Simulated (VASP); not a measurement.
Set up this calculation in VASP 6.6.1, as the native input.

```yaml
Task: single point
Functional: RPBE
Potentials_or_basis: VASP PAW PBE potentials, release 64 (P)
Cutoff: 520 eV
k_mesh: 11 × 11 × 6
Occupations: gaussian, width 0.02 eV
Spin: no spin polarisation
Dipole_correction: no
Further_INCAR_settings: ALGO = Normal; EDIFF = 1e-06; NBANDS = 12
```

The structure of P lies in POSCAR:

```
P
1.0
    2.4246941115      0.0000000000      0.0000000000
    0.0000000000      2.4385351442      0.0000000000
   -0.0203144631      0.0000000000      4.8524328982
P
2
Direct
    0.0000000300      0.0000000000      0.7494253600
    0.9999999700      0.0000000000      0.2505746400
```

One way to write it, as run:

INCAR

```
PREC = Accurate
ENCUT = 520
EDIFF = 1E-6
ISMEAR = 0
SIGMA = 0.02
LREAL = F
LASPH = T
NELM = 80
ALGO = Normal
ISIF = 2
LWAVE = F
LCHARG = T
GGA = RP
LELF = T
LVHAR = T
NBANDS = 12
```

KPOINTS

```
regular mesh
0
Gamma
  11 11 6
```

Potentials or basis: VASP PAW PBE potentials, release 64 (P).

Command:

```sh
$ cat potpaw_PBE.64/P/POTCAR > POTCAR
$ mpirun -np 1 vasp_std > vasp.out
```

Results of the run:

The pressure is 3.1 GPa and the largest force is 0.027 eV/Å. The band gap on the k mesh is zero (band 5 reaches 15.99 eV, above the bottom of band 6 at 6.30 eV).

Caveat: the PAW data sets were made with another functional, which shifts forces and pressure a little.

Run time: 23 s on 1 thread of Intel(R) Xeon(R) Platinum 8488C (Sapphire Rapids), on a shared host, peak memory 0.16 GiB.
